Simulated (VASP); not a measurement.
# Co (P6_3/mmc) in VASP: further runs, part 2 of 3

VASP 6.6.1. Earlier steps stand in the parts before.

## (3) Single point, PBE+D4, collinear spin, ferromagnetic start

This run uses another cell than the first one, of 10.26 Å³/atom, 1.021 times its volume.

Input file INCAR:

```
  PREC = Accurate
  ENCUT = 520
  EDIFF = 1E-7
  ISMEAR = -1
  SIGMA = 0.05
  LREAL = F
  LASPH = T
  NELM = 150
  ALGO = Fast
  ISIF = 2
  LWAVE = F
  LCHARG = F
  ISPIN = 2
  MAGMOM = 2 2 2 2
  LORBIT = 11
  LMAXMIX = 4
  GGA = PE
  IVDW = 13
  NBANDS = 30
```

Input file KPOINTS:

```
Automatic mesh
0
Gamma
  12 12 4
```

Input file POSCAR:

```
Co
1.0
    2.4371717178      0.0000000000      0.0000000000
   -1.2185858589      2.1106526210      0.0000000000
    0.0000000000      0.0000000000      7.9789199430
Co
4
Direct
    0.6666666667      0.3333333333      0.7500000000
    0.0000000000      0.0000000000      0.5000000000
    0.3333333333      0.6666666667      0.2500000000
    0.0000000000      0.0000000000      0.0000000000
```

Potentials or basis: VASP PAW PBE potentials, release 64 (Co).

On the command line:

```
> cat potpaw_PBE.64/Co/POTCAR > POTCAR
> mpirun -np 1 vasp_std > vasp.out
```

OUTCAR:

```text
PREC = Accurate
   ENCUT = 520
   EDIFF = 1E-7
   ISMEAR = -1
   LREAL = F
   LASPH = T
   NELM = 150
   ISIF = 2
   ISPIN = 2
   LORBIT = 11
   GGA = PE
   IVDW = 13

 ion  position               nearest neighbor table
   1  0.667  0.333  0.750-   2 2.44   4 2.44   2 2.44   4 2.44   2 2.44   4 2.44
   2  0.000  0.000  0.500-   1 2.44   3 2.44   1 2.44   3 2.44   1 2.44   3 2.44
   3  0.333  0.667  0.250-   2 2.44   4 2.44   2 2.44   4 2.44   2 2.44   4 2.44
   4  0.000  0.000  0.000-   1 2.44   3 2.44   1 2.44   3 2.44   1 2.44   3 2.44

  LATTYP: Found a hexagonal cell.
 ALAT       =     2.4371717178
 C/A-ratio  =     3.2738439744

  Lattice vectors:

 A1 = (   2.4371717178,   0.0000000000,   0.0000000000)
 A2 = (  -1.2185858589,   2.1106526210,   0.0000000000)
 A3 = (   0.0000000000,   0.0000000000,   7.9789199430)

Analysis of symmetry for initial positions (statically):
=====================================================================
 Subroutine PRICEL returns:
 Original cell was already a primitive cell.

 Routine SETGRP: Setting up the symmetry group for a
 hexagonal supercell.

 Subroutine GETGRP returns: Found 24 space group operations
 (whereof 12 operations were pure point group operations)
 out of a pool of 24 trial point group operations.

The static configuration has the point symmetry D_3d.
 The point group associated with its full space group is D_6h.

Analysis of symmetry for dynamics (positions and initial velocities):
=====================================================================
 Subroutine PRICEL returns:
 Original cell was already a primitive cell.

 Routine SETGRP: Setting up the symmetry group for a
 hexagonal supercell.

 Subroutine GETGRP returns: Found 24 space group operations
 (whereof 12 operations were pure point group operations)
 out of a pool of 24 trial point group operations.

The dynamic configuration has the point symmetry D_3d.
 The point group associated with its full space group is D_6h.

Analysis of structural, dynamic, and magnetic symmetry:
=====================================================================
 Subroutine PRICEL returns:
 Original cell was already a primitive cell.

 Routine SETGRP: Setting up the symmetry group for a
 hexagonal supercell.

 Subroutine GETGRP returns: Found 24 space group operations
 (whereof 12 operations were pure point group operations)
 out of a pool of 24 trial point group operations.

The overall configuration has the point symmetry D_3d.
 The point group associated with its full space group is D_6h.

 Subroutine INISYM returns: Found 24 space group operations
 (whereof 12 operations are pure point group operations),
 and found     1 'primitive' translations

----------------------------------------------------------------------------------------

                                     Primitive cell

  volume of cell :      41.0437

  direct lattice vectors                    reciprocal lattice vectors
     2.437171718  0.000000000  0.000000000     0.410311671  0.236893554  0.000000000
    -1.218585859  2.110652621  0.000000000     0.000000000  0.473787107  0.000000000
[... 87 lines left out ...]
   ENCUT  =  520.0 eV  38.22 Ry    6.18 a.u.   4.53  4.53 14.84*2*pi/ulx,y,z
   NELM   =    150;   NELMIN=  2; NELMDL= -5     # of ELM steps
   EDIFF  = 0.1E-06   stopping-criterion for ELM
   LREAL  =      F    real-space projection
   EDIFFG = 0.1E-05   stopping-criterion for IOM
   NSW    =      0    number of steps for IOM
   IBRION =     -1    ionic relax: 0-MD 1-quasi-New 2-CG
   NFREE  =      0    steps in history (QN), initial steepest desc. (CG)
   ISIF   =      2    stress and relaxation
   ISYM   =      2    0-nonsym 1-usesym 2-fastsym
   POTIM  = 0.5000    time-step for ionic-motion
   TEBEG  =    0.0;   TEEND  =   0.0 temperature during run
   PSTRESS=    0.0 pullay stress
   NELECT =      36.0000    total number of electrons
   NUPDOWN=      -1.0000    fix difference up-down
   EMIN   =  10.00;   EMAX   =-10.00  energy-range for DOS
   EFERMI =   0.00;   METHOD = LEGACY
   ISMEAR =    -1;   SIGMA  =   0.05  broadening in eV -4-tet -1-fermi 0-gaus
   EFERMI_NEDOS =   21; number of points for ismear=-14 and -15
   IALGO  =     68    algorithm
   IMIX   =      4    mixing-type and parameters
     AMIX     =   0.40;   BMIX     =  1.00
     AMIX_MAG =   1.60;   BMIX_MAG =  1.00
  volume/ion in A,a.u.               =      10.26        69.24
  Fermi-wavevector in a.u.,A,eV,Ry     =   1.567088  2.961367 33.412700  2.455764
  Thomas-Fermi vector in A             =   2.669320
   LORBIT       =     11    0 simple, 1 ext, 2 COOP (PROOUT), +10 PAW based schemes
   GGA     = PE    functional components
   LHFCALC =     F    Hartree Fock is set to
   AEXX    =    0.0000 exact exchange contribution
   IVDW    =    13    specifies the selected vdW correction
   LEPSILON=     F    determine dielectric tensor
   LRPA    =     F    only Hartree local field effects (RPA)
 spin polarized calculation
 RMM-DIIS sequential band-by-band and
  energy-cutoff  :      520.00
  volume of cell :       41.04
 maximum number of plane-waves:      1128
   NGX =  9   NGY =  9   NGZ = 29

 number of electron      35.9999945 magnetization       6.3522235

 Free energy of the ion-electron system (eV)
  ---------------------------------------------------
  ext. energy  EPLUGINS =         0.00000000
  ---------------------------------------------------
  free energy    TOTEN  =       -28.02743792 eV

  energy without entropy =      -27.99201204  energy(sigma->0) =      -28.00972498

 E-fermi :  11.1283     XC(G=0): -13.7360

 val. band max:       11.1252692666   @ k =   0.2500   0.1667   0.2500
 cond. band min:      11.1290910483   @ k =   0.2500   0.1667   0.2500
 fundamental gap:      0.0038217818
 Fermi energy:        11.1282795521

 spin component 1

 k-point     1 :       0.0000    0.0000    0.0000
  band No.  band energies     occupation
      1       1.8215      1.00000
      2       4.0973      1.00000
      3       4.1219      1.00000
      4       5.6739      1.00000
      5       7.9840      1.00000
      6       8.0195      1.00000
[... 781 lines left out ...]
     29      26.3697      0.00000
     30      27.2400      0.00000

 [... further k-points ...]

 spin component 2

 k-point     1 :       0.0000    0.0000    0.0000
  band No.  band energies     occupation
      1       1.8433      1.00000
      2       4.2028      1.00000
      3       4.2069      1.00000
      4       6.5721      1.00000
      5       9.2793      1.00000
      6       9.3403      1.00000
[... 781 lines left out ...]
     29      26.7473      0.00000
     30      27.6477      0.00000

 [... further k-points ...]

------------------------ aborting loop because EDIFF is reached ----------------------------------------

  DFT-D4 for vdW energy calculation

  Edisp (eV):   -1.80348

  FORCE on cell =-STRESS in cart. coord.  units (eV):
  Direction    XX          YY          ZZ          XY          YZ          ZX
  --------------------------------------------------------------------------------------
  -------------------------------------------------------------------------------------
  Total       2.13788     2.13788     1.13739     0.00000     0.00000     0.00000
  in kB      83.45389    83.45389    44.39904     0.00000     0.00000     0.00000
  external pressure =       70.44 kB  Pullay stress =        0.00 kB

 VOLUME and BASIS-vectors are now :
 -----------------------------------------------------------------------------
  energy-cutoff  :      520.00
  volume of cell :       41.04
      direct lattice vectors                 reciprocal lattice vectors
     2.437171718  0.000000000  0.000000000     0.410311671  0.236893554  0.000000000
    -1.218585859  2.110652621  0.000000000     0.000000000  0.473787107  0.000000000
     0.000000000  0.000000000  7.978919943     0.000000000  0.000000000  0.125330246

 POSITION                                       TOTAL-FORCE (eV/Angst)
 -----------------------------------------------------------------------------------
      1.21859      0.70355      5.98419        -0.000000     -0.000000     -0.000000
      0.00000      0.00000      3.98946        -0.000000      0.000000      0.000000
     -0.00000      1.40710      1.99473         0.000000      0.000000      0.000000
      0.00000      0.00000      0.00000        -0.000000      0.000000      0.000000
 -----------------------------------------------------------------------------------
    total drift:                                0.000000     -0.000000      0.000000

  FREE ENERGIE OF THE ION-ELECTRON SYSTEM (eV)
  ---------------------------------------------------
  free  energy   TOTEN  =       -29.8309203881 eV

  energy  without entropy=      -29.7954945127  energy(sigma->0) =      -29.81320745

 total charge

# of ion       s       p       d       tot
------------------------------------------
    1        0.514   0.575   7.295   8.385
    2        0.514   0.571   7.304   8.390
    3        0.514   0.575   7.295   8.385
    4        0.514   0.571   7.304   8.390
--------------------------------------------------
tot          2.057   2.293  29.200  33.549

 magnetization (x)

# of ion       s       p       d       tot
------------------------------------------
    1       -0.014  -0.052   1.672   1.606
    2       -0.015  -0.049   1.649   1.585
    3       -0.014  -0.052   1.672   1.606
    4       -0.015  -0.049   1.649   1.585
--------------------------------------------------
tot         -0.057  -0.203   6.642   6.382
```

Run time: 83 s. Hardware: 1 thread of Intel Xeon 6975P-C (Granite Rapids), shared host; peak memory 0.22 GiB.

Results:

```
Free energy                                           : -29.8309 eV
Pressure                                              : 7.0 GPa
Net moment                                            : 6.35 μB per cell
Site moments                                          : Co +1.61, +1.58 μB
Valence electrons inside the program's atomic spheres : Co 8.38, 8.39
Dispersion energy per atom                            : -0.451 eV
```

Stress tensor (GPa, compression positive):
```
8.35 0.00 0.00
0.00 8.35 0.00
0.00 0.00 4.44
```

Caveat: pairwise dispersion overbinds metals, which lowers pressure and volume.

## (4) Single point, PBEsol, collinear spin, ferromagnetic start

This run uses another cell than the first one, of 10.42 Å³/atom, 1.037 times its volume.

Input file INCAR:

```
SYSTEM = Co
ALGO = Normal
EDIFF = 1E-6
ENCUT = 520
GGA = PS
ISIF = 2
ISMEAR = -1
ISPIN = 2
LASPH = .TRUE.
LCHARG = .FALSE.
LMAXMIX = 4
LORBIT = 11
LREAL = .FALSE.
LWAVE = .FALSE.
MAGMOM = 2 2 2 2
NBANDS = 30
NELM = 150
PREC = Accurate
SIGMA = 0.05
```

Input file KPOINTS:

```
k-points
0
G
  12 12 4
  0 0 0
```

Input file POSCAR:

```
Co
1.0
    2.4596853730      0.0000000000      0.0000000000
   -1.2298426865      2.1301500184      0.0000000000
    0.0000000000      0.0000000000      7.9519183732
Co
4
Direct
    0.6666666667      0.3333333333      0.7500000000
    0.0000000000      0.0000000000      0.5000000000
    0.3333333333      0.6666666667      0.2500000000
    0.0000000000      0.0000000000      0.0000000000
```

On the command line:

```
> cat potpaw_PBE.64/Co/POTCAR > POTCAR
> mpirun -np 1 vasp_std > vasp.out
```

It took 1.8 min on 1 thread of AMD EPYC 7R13 (Zen 3), shared host; peak memory 0.2 GiB.

It converged, with:

| Item | Value |
| --- | --- |
| Free energy | -30.9187 eV |
| Pressure | -1.0 GPa |
| Net moment | 6.43 μB per cell |
| Site moments | Co +1.62, +1.60 μB |
| Valence electrons inside the program's atomic spheres | Co 8.35, 8.36 |

Levels at points of the mesh, in eV from the Fermi level:
Spin up:
```csv
k point,band 18,band 19,band 20,band 21,band 22,band 23,band 24,band 25
"(0.00, 0.00, 0.00)",-1.47,-1.47,-1.12,-1.12,-0.70,-0.70,-0.23,6.65
"(0.50, 0.00, 0.00)",-0.49,-0.45,-0.43,0.20,1.35,2.56,3.18,7.23
"(0.00, 0.00, 0.50)",-1.62,-1.62,-1.62,-0.89,-0.89,-0.89,-0.89,9.72
"(0.50, 0.00, 0.50)",-0.64,-0.50,-0.50,1.28,1.28,2.87,2.87,7.58
```
Spin down:
```tsv
k point	band 12	band 13	band 14	band 15	band 16	band 17
(0.00, 0.00, 0.00)	-0.89	-0.89	-0.84	-0.84	-0.18	0.01
(0.50, 0.00, 0.00)	-0.14	-0.11	0.52	1.21	1.24	1.27
(0.00, 0.00, 0.50)	-1.12	-1.01	-1.01	-1.01	-1.01	0.21
(0.50, 0.00, 0.50)	-0.89	-0.23	-0.23	0.84	0.84	1.22
```

Caveat: the PAW data sets were made with another functional, which shifts forces and pressure a little.

[end of part 2 of 3]
